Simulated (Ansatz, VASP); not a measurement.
**Two plane-wave programs on MgO**

Contents of INCAR:

```
ALGO = Normal
EDIFF = 1E-6
ENCUT = 600
GGA = PE
GGA_COMPAT = F
ISIF = 2
ISMEAR = 0
LASPH = T
LCHARG = F
LREAL = F
LWAVE = F
NBANDS = 11
NELM = 120
PREC = Accurate
SIGMA = 0.02
```

Contents of KPOINTS:

```
k-points
0
Gamma
  10 10 10
```

The input POSCAR:

```
MgO
1.0
    0.0000000000      2.1269997920      2.1269997920
    2.1269997920      0.0000000000      2.1269997920
    2.1269997920      2.1269997920      0.0000000000
Mg O
1 1
Direct
    0.0000000000      0.0000000000      0.0000000000
    0.5000000000      0.5000000000      0.5000000000
```

Input for Ansatz:

```yaml
crystal:
  lattice:
    - [0.0, 2.126999792, 2.126999792]
    - [2.126999792, 0.0, 2.126999792]
    - [2.126999792, 2.126999792, 0.0]
  atoms:
    - { symbol: Mg, position: [0.0, 0.0, 0.0] }
    - { symbol: O, position: [0.5, 0.5, 0.5] }
basis:
  ecutwfc: 600.0
kpoints:
  mp_grid: { grid: [10, 10, 10] }
  band_path:
    path:
      - [[0.0, 0.0, 0.0], [0.5, 0.0, 0.5], [0.625, 0.25, 0.625]]
      - [[0.375, 0.375, 0.75], [0.0, 0.0, 0.0], [0.5, 0.5, 0.5], [0.5, 0.25, 0.75], [0.5, 0.0, 0.5]]
    npoints: 10
hamiltonian:
  xc: pbe
  pseudopotentials: { kind: paw }
scf:
  occupations: { method: gaussian, width: 0.02 }
  n_extra_bands: 7
output:
  forces: true
  stress: true
  eigenvalues: true
  write_density: true
  write_potential: true
  elf: true
  volumetric_format: npy
```

Alike in both runs: task single point; functional PBE; k mesh 10 × 10 × 10; occupations gaussian, width 0.02 eV; no spin polarisation.

```csv
,VASP,Ansatz
version,VASP 6.6.1,Ansatz 0.2.0
potentials or method,"VASP PAW PBE potentials, release 64 (Mg, O), cutoff 600 eV","scalar-relativistic, plane waves, PAW"
valence electrons in the cell,8,16
```

VASP gave:

- gap on the k mesh at the Fermi level (eV): 4.44
- least direct gap on the mesh (eV): 4.44
- pressure (GPa): -1.1

**Question.** What did Ansatz give for the same quantities?

**Answer.** gap on the k mesh at the Fermi level (eV): 4.46; least direct gap on the mesh (eV): 4.46; pressure (GPa): 0.0.

VASP's potentials hold 8 valence electrons a cell and Ansatz's 16, so a difference there can come from the potentials and not from the codes.
